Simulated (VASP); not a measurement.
# SiW3 (I4/mmm) in VASP: further runs

Runs on SiW3. Level: PBE. Tasks: single point.

Everything below comes from runs of VASP 6.6.1. Logs are shortened: lines on timing, memory, paths and dates and some standing lists are left out, and cuts for length are marked.

### Step 1. The cell of the first run

Symmetry: I4/mmm, No. 139, tetragonal system. Conventional cell: a = 4.947 Å, b = 4.947 Å, c = 5.208 Å, α = 90.00°, β = 90.00°, γ = 90.00°. Si (site symmetry 4/mmm) has 6 W at 2.47 to 2.60 Å within 3.3 Å. W (site symmetry 4/mmm) has 4 W at 2.47 Å and 2 Si at 2.60 Å within 3.3 Å. W (site symmetry mmm) has 2 Si at 2.47 Å and 4 W at 2.47 to 2.60 Å within 3.3 Å.

### Step 2. Single point, PBE (strain -0.050 along x and y, +0.000 along z)

INCAR reads:

```
  PREC = Accurate
  ENCUT = 520
  EDIFF = 1E-6
  ISMEAR = 0
  SIGMA = 0.15
  LREAL = F
  LASPH = T
  NELM = 80
  ALGO = Fast
  ISIF = 2
  LWAVE = F
  LCHARG = F
  GGA = PE
  NBANDS = 31
```

KPOINTS reads:

```
Automatic mesh
0
Gamma
  14 14 14
```

POSCAR reads:

```
SiW3
1.0
   -2.4735778813      2.4735778813      2.6037661908
    2.4735778813     -2.4735778813      2.6037661908
    2.4735778813      2.4735778813     -2.6037661908
Si W
1 3
Direct
    0.0000000000      0.0000000000      0.0000000000
    0.5000000000      0.5000000000      0.0000000000
    0.5000000000      0.0000000000      0.5000000000
    0.0000000000      0.5000000000      0.5000000000
```

Potentials or basis: VASP PAW PBE potentials, release 64 (Si, W_sv).

Command:

```sh
cat potpaw_PBE.64/Si/POTCAR potpaw_PBE.64/W_sv/POTCAR > POTCAR
mpirun -np 1 vasp_std > vasp.out
```

OUTCAR:

```text
PREC = Accurate
   ENCUT = 520
   EDIFF = 1E-6
   ISMEAR = 0
   LREAL = F
   LASPH = T
   NELM = 80
   ISIF = 2
   GGA = PE

 ion  position               nearest neighbor table
   1  0.000  0.000  0.000-   3 2.47   4 2.47   4 2.47   3 2.47   2 2.60   2 2.60
   2  0.500  0.500  0.000-   3 2.47   4 2.47   3 2.47   4 2.47   1 2.60   1 2.60
   3  0.500  0.000  0.500-   1 2.47   2 2.47   2 2.47   1 2.47   4 2.60   4 2.60
   4  0.000  0.500  0.500-   1 2.47   2 2.47   1 2.47   2 2.47   3 2.60   3 2.60

  LATTYP: Found a body centered tetragonal cell.
 ALAT       =     4.9471557626
 C/A-ratio  =     1.0526315789

  Lattice vectors:

 A1 = (  -2.4735778813,   2.4735778813,   2.6037661908)
 A2 = (   2.4735778813,  -2.4735778813,   2.6037661908)
 A3 = (   2.4735778813,   2.4735778813,  -2.6037661908)

Analysis of symmetry for initial positions (statically):
=====================================================================
 Subroutine PRICEL returns:
 Original cell was already a primitive cell.

 Routine SETGRP: Setting up the symmetry group for a
 body centered tetragonal supercell.

 Subroutine GETGRP returns: Found 16 space group operations
 (whereof 16 operations were pure point group operations)
 out of a pool of 16 trial point group operations.

The static configuration has the point symmetry D_4h.

Analysis of symmetry for dynamics (positions and initial velocities):
=====================================================================
 Subroutine PRICEL returns:
 Original cell was already a primitive cell.

 Routine SETGRP: Setting up the symmetry group for a
 body centered tetragonal supercell.

 Subroutine GETGRP returns: Found 16 space group operations
 (whereof 16 operations were pure point group operations)
 out of a pool of 16 trial point group operations.

The dynamic configuration has the point symmetry D_4h.

 Subroutine INISYM returns: Found 16 space group operations
 (whereof 16 operations are pure point group operations),
 and found     1 'primitive' translations

----------------------------------------------------------------------------------------

                                     Primitive cell

  volume of cell :      63.7255

  direct lattice vectors                    reciprocal lattice vectors
    -2.473577881  2.473577881  2.603766191     0.000000000  0.202136348  0.192029531
     2.473577881 -2.473577881  2.603766191     0.202136348  0.000000000  0.192029531
     2.473577881  2.473577881 -2.603766191     0.202136348  0.202136348  0.000000000

  length of vectors
     4.360822565  4.360822565  4.360822565     0.278808974  0.278808974  0.285863965

  position of ions in fractional coordinates (direct lattice)
     0.000000000  0.000000000  0.000000000
     0.500000000  0.500000000  0.000000000
     0.500000000  0.000000000  0.500000000
     0.000000000  0.500000000  0.500000000

  ion indices of the primitive-cell ions
   primitive index   ion index
                 1           1
                 2           2
                 3           3
                 4           4

----------------------------------------------------------------------------------------

 KPOINTS: Automatic mesh

Automatic generation of k-mesh.
 Grid dimensions read from file:
 generate k-points for:   14   14   14

 Generating k-lattice:

  Cartesian coordinates                     Fractional coordinates (reciprocal lattice)
     0.000000000  0.014438311  0.013716395     0.071428571  0.000000000  0.000000000
     0.014438311  0.000000000  0.013716395     0.000000000  0.071428571  0.000000000
     0.014438311  0.014438311  0.000000000     0.000000000  0.000000000  0.071428571

  Length of vectors
     0.019914927  0.019914927  0.020418855

  Shift w.r.t. Gamma in fractional coordinates (k-lattice)
     0.000000000  0.000000000  0.000000000

 Subroutine IBZKPT returns following result:
 ===========================================

 Found    244 irreducible k-points:

 Following reciprocal coordinates:
            Coordinates               Weight
  0.000000  0.000000  0.000000      1.000000
  0.071429 -0.000000  0.000000      8.000000
  0.142857 -0.000000  0.000000      8.000000
  0.214286  0.000000  0.000000      8.000000
  0.285714 -0.000000  0.000000      8.000000
  0.357143 -0.000000  0.000000      8.000000
[... 16 lines left out ...]
  0.214286  0.142857  0.000000     16.000000
  0.285714  0.142857  0.000000     16.000000
 [... further k-points ...]
   k-points           NKPTS =    244   k-points in BZ     NKDIM =    244   number of bands    NBANDS=     31
   number of dos      NEDOS =    301   number of ions     NIONS =      4
   total plane-waves  NPLWV =  32768
   dimension x,y,z NGX =    32 NGY =   32 NGZ =   32
   dimension x,y,z NGXF=    64 NGYF=   64 NGZF=   64
   ions per type =               1   3
   NGX,Y,Z   is equivalent  to a cutoff of  12.20, 12.20, 12.20 a.u.
   NGXF,Y,Z  is equivalent  to a cutoff of  24.40, 24.40, 24.40 a.u.
 SYSTEM =  unknown system
   PREC   = accura    normal or accurate (medium, high low for compatibility)
   ISTART =      0    job   : 0-new  1-cont  2-samecut
   ICHARG =      2    charge: 1-file 2-atom 10-const
   ISPIN  =      1    spin polarized calculation?
   LNONCOLLINEAR =      F non collinear calculations
   LSORBIT =      F    spin-orbit coupling
   LASPH  =      T    aspherical Exc in radial PAW
   ENCUT  =  520.0 eV  38.22 Ry    6.18 a.u.   8.11  8.11  8.11*2*pi/ulx,y,z
   NELM   =     80;   NELMIN=  2; NELMDL= -5     # of ELM steps
   EDIFF  = 0.1E-05   stopping-criterion for ELM
   LREAL  =      F    real-space projection
[... 7 lines left out ...]
   TEBEG  =    0.0;   TEEND  =   0.0 temperature during run
   PSTRESS=    0.0 pullay stress
   NELECT =      46.0000    total number of electrons
   NUPDOWN=      -1.0000    fix difference up-down
   EMIN   =  10.00;   EMAX   =-10.00  energy-range for DOS
   EFERMI =   0.00;   METHOD = LEGACY
   ISMEAR =     0;   SIGMA  =   0.15  broadening in eV -4-tet -1-fermi 0-gaus
   EFERMI_NEDOS =   21; number of points for ismear=-14 and -15
   IALGO  =     68    algorithm
   IMIX   =      4    mixing-type and parameters
     AMIX     =   0.40;   BMIX     =  1.00
     AMIX_MAG =   1.60;   BMIX_MAG =  1.00
  volume/ion in A,a.u.               =      15.93       107.51
  Fermi-wavevector in a.u.,A,eV,Ry     =   1.468553  2.775163 29.342990  2.156649
  Thomas-Fermi vector in A             =   2.584037
   LORBIT       =      0    0 simple, 1 ext, 2 COOP (PROOUT), +10 PAW based schemes
   GGA     = PE    functional components
   LHFCALC =     F    Hartree Fock is set to
   AEXX    =    0.0000 exact exchange contribution
   IVDW    =     0    specifies the selected vdW correction
   LEPSILON=     F    determine dielectric tensor
   LRPA    =     F    only Hartree local field effects (RPA)
 non-spin polarized calculation
 RMM-DIIS sequential band-by-band and
 Gauss-broadening in eV      SIGMA  =   0.15
  energy-cutoff  :      520.00
  volume of cell :       63.73
 maximum number of plane-waves:      1734
   NGX = 17   NGY = 17   NGZ = 17

 number of electron      46.0000006 magnetization

 Free energy of the ion-electron system (eV)
  ---------------------------------------------------
  ext. energy  EPLUGINS =         0.00000000
  ---------------------------------------------------
  free energy    TOTEN  =       -38.24158547 eV

  energy without entropy =      -38.19640642  energy(sigma->0) =      -38.21899595

 E-fermi :  10.4565     XC(G=0): -12.7926

 val. band max:       10.4529810695   @ k =  -0.2857   0.4286   0.0714
 cond. band min:      10.4571189795   @ k =   0.4286   0.4286   0.0714
 fundamental gap:      0.0041379101
 Fermi energy:        10.4565498626

 k-point     1 :       0.0000    0.0000    0.0000
  band No.  band energies     occupation
      1     -63.4814      2.00000
      2     -63.2452      2.00000
      3     -63.1957      2.00000
      4     -28.6628      2.00000
      5     -28.6628      2.00000
      6     -28.2472      2.00000
[... 23 lines left out ...]
     30      14.9210      0.00000
     31      16.2393      0.00000

 k-point     2 :       0.0714   -0.0000    0.0000
  band No.  band energies     occupation
      1     -63.4788      2.00000
      2     -63.2467      2.00000
      3     -63.1969      2.00000
      4     -28.6631      2.00000
      5     -28.6397      2.00000
      6     -28.2317      2.00000
[... 23 lines left out ...]
     30      14.7846      0.00000
     31      16.0289      0.00000

 k-point     3 :       0.1429   -0.0000    0.0000
  band No.  band energies     occupation
      1     -63.4713      2.00000
      2     -63.2513      2.00000
      3     -63.1999      2.00000
      4     -28.6640      2.00000
      5     -28.5712      2.00000
      6     -28.1859      2.00000
[... 23 lines left out ...]
     30      14.5628      0.00000
     31      15.4823      0.00000

 k-point     4 :       0.2143    0.0000    0.0000
  band No.  band energies     occupation
      1     -63.4595      2.00000
      2     -63.2596      2.00000
      3     -63.2037      2.00000
      4     -28.6652      2.00000
      5     -28.4601      2.00000
      6     -28.1123      2.00000
[... 23 lines left out ...]
     30      14.4592      0.00000
     31      14.7840      0.00000

 k-point     5 :       0.2857   -0.0000    0.0000
  band No.  band energies     occupation
      1     -63.4447      2.00000
      2     -63.2714      2.00000
      3     -63.2071      2.00000
      4     -28.6665      2.00000
      5     -28.3115      2.00000
      6     -28.0151      2.00000
[... 23 lines left out ...]
     30      14.2381      0.00000
     31      14.4351      0.00000
[... 542 lines left out ...]
     30      14.6269      0.00000
     31      16.5454      0.00000

 k-point    22 :       0.1429    0.1429    0.0000
  band No.  band energies     occupation
      1     -63.4556      2.00000
      2     -63.2663      2.00000
      3     -63.2010      2.00000
      4     -28.5771      2.00000
      5     -28.5722      2.00000
      6     -28.0091      2.00000
[... 23 lines left out ...]
     30      14.4377      0.00000
     31      14.8531      0.00000

 k-point    23 :       0.2143    0.1429    0.0000
  band No.  band energies     occupation
      1     -63.4416      2.00000
      2     -63.2773      2.00000
      3     -63.2043      2.00000
      4     -28.5765      2.00000
      5     -28.4649      2.00000
      6     -27.8874      2.00000
[... 23 lines left out ...]
     30      14.2030      0.00000
     31      15.4801      0.00000

 k-point    24 :       0.2857    0.1429    0.0000
  band No.  band energies     occupation
      1     -63.4256      2.00000
      2     -63.2899      2.00000
      3     -63.2081      2.00000
      4     -28.5776      2.00000
      5     -28.3179      2.00000
      6     -27.7697      2.00000
[... 23 lines left out ...]
     30      14.4042      0.00000
     31      14.8868      0.00000

 [... further k-points ...]
[... 5 lines left out ...]
  --------------------------------------------------------------------------------------
  -------------------------------------------------------------------------------------
  Total       13.6846523     13.6846523      3.8607847      0.0000000     -0.0000000      0.0000000
  in kB      344.0576322    344.0576322     97.0673147      0.0000000     -0.0000000      0.0000000
  external PRESSURE =     261.7275263 kB  Pullay stress =       0.0000000 kB

 VOLUME and BASIS-vectors are now :
 -----------------------------------------------------------------------------
  energy-cutoff  :      520.00
  volume of cell :       63.73
      direct lattice vectors                 reciprocal lattice vectors
    -2.473577881  2.473577881  2.603766191     0.000000000  0.202136348  0.192029531
     2.473577881 -2.473577881  2.603766191     0.202136348  0.000000000  0.192029531
     2.473577881  2.473577881 -2.603766191     0.202136348  0.202136348  0.000000000

 POSITION                                       TOTAL-FORCE (eV/Angst)
 -----------------------------------------------------------------------------------
      0.00000      0.00000      0.00000         0.000000     -0.000000      0.000000
      0.00000      0.00000      2.60377        -0.000000     -0.000000      0.000000
      0.00000      2.47358      0.00000         0.000000      0.000000     -0.000000
      2.47358      0.00000      0.00000         0.000000     -0.000000     -0.000000
 -----------------------------------------------------------------------------------
    total drift:                               -0.000000     -0.000000      0.000000

  FREE ENERGIE OF THE ION-ELECTRON SYSTEM (eV)
  ---------------------------------------------------
  free  energy   TOTEN  =       -38.2415854701 eV

  energy  without entropy=      -38.1964064241  energy(sigma->0) =      -38.21899595
```

Run time: 2.4 min. Hardware: 1 thread of Intel Xeon 6975P-C (Granite Rapids), shared host; peak memory 0.46 GiB.

Results:

```yaml
Free_energy: -38.2416 eV
Pressure: 26.2 GPa
Band_gap_on_the_k_mesh: zero (bands 23 and 24 overlap by 1.87 eV)
```

Levels at points of the mesh, in eV from the Fermi level:
| k point | band 19 | band 20 | band 21 | band 22 | band 23 | band 24 | band 25 | band 26 | band 27 | band 28 |
| --- | --- | --- | --- | --- | --- | --- | --- | --- | --- | --- |
| (0.00, 0.00, 0.00) | -4.14 | -0.43 | -0.28 | -0.28 | 0.51 | 0.59 | 2.06 | 2.06 | 2.20 | 4.26 |
| (0.50, 0.00, 0.00) | -2.43 | -1.83 | -1.09 | -0.43 | -0.41 | -0.35 | -0.30 | 0.75 | 2.07 | 2.08 |
| (0.50, 0.50, 0.00) | -1.80 | -1.55 | -1.03 | -0.58 | -0.52 | -0.27 | -0.22 | 1.14 | 1.74 | 1.88 |
| (0.50, 0.50, 0.50) | -3.33 | -3.22 | -2.78 | -2.78 | -0.06 | 0.08 | 1.02 | 1.02 | 1.47 | 3.96 |

Caveat: the cell differs from its parent crystal (strain -0.050 along x and y, +0.000 along z); the stress differs along the axes, from 10 to 34 GPa; spin-orbit coupling is left out, which moves the levels of the heavy elements.

### Step 3. Single point, PBE (strain +0.000 along x and y, +0.050 along z)

INCAR reads:

```
ALGO = Fast
EDIFF = 1E-6
ENCUT = 520
GGA = PE
ISIF = 2
ISMEAR = 0
LASPH = True
LCHARG = False
LREAL = False
LWAVE = False
NBANDS = 31
NELM = 60
PREC = Accurate
SIGMA = 0.15
```

KPOINTS reads:

```
k-points
0
Gamma
  14 14 14
```

POSCAR reads:

```
SiW3
1.0
   -2.6037661908      2.6037661908      2.7339545003
    2.6037661908     -2.6037661908      2.7339545003
    2.6037661908      2.6037661908     -2.7339545003
Si W
1 3
Direct
    0.0000000000      0.0000000000      0.0000000000
    0.5000000000      0.5000000000      0.0000000000
    0.5000000000      0.0000000000      0.5000000000
    0.0000000000      0.5000000000      0.5000000000
```

Potentials or basis: VASP PAW PBE potentials, release 64 (Si, W_sv).

Command:

```sh
cat potpaw_PBE.64/Si/POTCAR potpaw_PBE.64/W_sv/POTCAR > POTCAR
mpirun -np 1 vasp_std > vasp.out
```

OUTCAR:

```text
EDIFF = 1E-6
   ENCUT = 520
   GGA = PE
   ISIF = 2
   ISMEAR = 0
   LASPH = True
   LREAL = False
   NELM = 60
   PREC = Accurate

 ion  position               nearest neighbor table
   1  0.000  0.000  0.000-   3 2.60   4 2.60   4 2.60   3 2.60   2 2.73   2 2.73
   2  0.500  0.500  0.000-   3 2.60   4 2.60   3 2.60   4 2.60   1 2.73   1 2.73
   3  0.500  0.000  0.500-   1 2.60   2 2.60   2 2.60   1 2.60   4 2.73   4 2.73
   4  0.000  0.500  0.500-   1 2.60   2 2.60   1 2.60   2 2.60   3 2.73   3 2.73
[... 1019 lines left out ...]
  Direction    XX          YY          ZZ          XY          YZ          ZX
  --------------------------------------------------------------------------------------
  -------------------------------------------------------------------------------------
  Total       -1.5272112     -1.5272112     -7.0242070      0.0000000      0.0000000      0.0000000
  in kB      -33.0030774    -33.0030774   -151.7933149      0.0000000      0.0000000      0.0000000
  external PRESSURE =     -72.5998232 kB  Pullay stress =       0.0000000 kB

 VOLUME and BASIS-vectors are now :
 -----------------------------------------------------------------------------
  energy-cutoff  :      520.00
  volume of cell :       74.14
      direct lattice vectors                 reciprocal lattice vectors
    -2.603766191  2.603766191  2.733954500     0.000000000  0.192029531  0.182885267
     2.603766191 -2.603766191  2.733954500     0.192029531  0.000000000  0.182885267
     2.603766191  2.603766191 -2.733954500     0.192029531  0.192029531  0.000000000

 POSITION                                       TOTAL-FORCE (eV/Angst)
 -----------------------------------------------------------------------------------
      0.00000      0.00000      0.00000        -0.000000     -0.000000      0.000000
      0.00000      0.00000      2.73395         0.000000     -0.000000      0.000000
      0.00000      2.60377      0.00000         0.000000     -0.000000     -0.000000
      2.60377      0.00000      0.00000        -0.000000      0.000000      0.000000
 -----------------------------------------------------------------------------------
    total drift:                                0.000000      0.000000     -0.000000

  FREE ENERGIE OF THE ION-ELECTRON SYSTEM (eV)
  ---------------------------------------------------
  free  energy   TOTEN  =       -38.7337227397 eV

  energy  without entropy=      -38.6753707168  energy(sigma->0) =      -38.70454673
```

OSZICAR:

```text
N       E                     dE             d eps       ncg     rms          rms(c)
DAV:   1     0.534007069542E+03    0.53401E+03   -0.26871E+04 15152   0.160E+03
DAV:   2    -0.159296447442E+02   -0.54994E+03   -0.53355E+03 16264   0.498E+02
DAV:   3    -0.401246996393E+02   -0.24195E+02   -0.22726E+02 18740   0.101E+02
DAV:   4    -0.406873469108E+02   -0.56265E+00   -0.55557E+00 17233   0.150E+01
DAV:   5    -0.406983626161E+02   -0.11016E-01   -0.11008E-01 17836   0.218E+00    0.277E+01
RMM:   6    -0.388546711084E+02    0.18437E+01   -0.45065E+00 16244   0.110E+01    0.106E+01
RMM:   7    -0.387413333974E+02    0.11334E+00   -0.18437E+00 18655   0.636E+00    0.141E+00
RMM:   8    -0.387437857077E+02   -0.24523E-02   -0.22929E-01 19543   0.229E+00    0.129E+00
RMM:   9    -0.387340102699E+02    0.97754E-02   -0.58695E-02 20596   0.116E+00    0.656E-01
RMM:  10    -0.387337204578E+02    0.28981E-03   -0.10486E-02 20843   0.566E-01    0.242E-01
RMM:  11    -0.387337178788E+02    0.25790E-05   -0.17940E-03 21137   0.252E-01    0.842E-02
RMM:  12    -0.387337328981E+02   -0.15019E-04   -0.52804E-04 18378   0.150E-01    0.871E-02
RMM:  13    -0.387337192984E+02    0.13600E-04   -0.13147E-04 19744   0.845E-02    0.202E-02
RMM:  14    -0.387337241108E+02   -0.48124E-05   -0.54003E-05 19982   0.476E-02    0.157E-02
RMM:  15    -0.387337226323E+02    0.14785E-05   -0.15924E-05 17880   0.272E-02    0.375E-03
RMM:  16    -0.387337227397E+02   -0.10737E-06   -0.28792E-06 13841   0.123E-02
   1 F= -.38733723E+02 E0= -.38704547E+02  d E =-.583520E-01
```

It took 6.8 min on 1 thread of AMD EPYC 9R45 (Zen 5), shared host; peak memory 0.51 GiB.

Results:

```yaml
Free_energy: -38.7337 eV
Pressure: -7.3 GPa
Band_gap_on_the_k_mesh: zero (bands 23 and 24 overlap by 1.58 eV)
```

Stress tensor (GPa, compression positive):
```
 -3.30   0.00   0.00
  0.00  -3.30   0.00
  0.00   0.00 -15.18
```

Levels at points of the mesh, in eV from the Fermi level:
```tsv
k point	band 20	band 21	band 22	band 23	band 24	band 25	band 26	band 27
(0.00, 0.00, 0.00)	-0.35	-0.32	-0.32	0.35	0.42	1.73	1.73	1.83
(0.50, 0.00, 0.00)	-1.75	-1.07	-0.42	-0.39	-0.34	-0.18	0.60	1.66
(0.50, 0.50, 0.00)	-1.36	-1.07	-0.56	-0.47	-0.35	-0.06	0.89	1.46
(0.50, 0.50, 0.50)	-2.63	-2.53	-2.53	-0.03	0.04	0.92	0.92	1.26
```

Caveat: the cell differs from its parent crystal (strain +0.000 along x and y, +0.050 along z); the stress differs along the axes, from -15 to -3 GPa; spin-orbit coupling is left out, which moves the levels of the heavy elements.
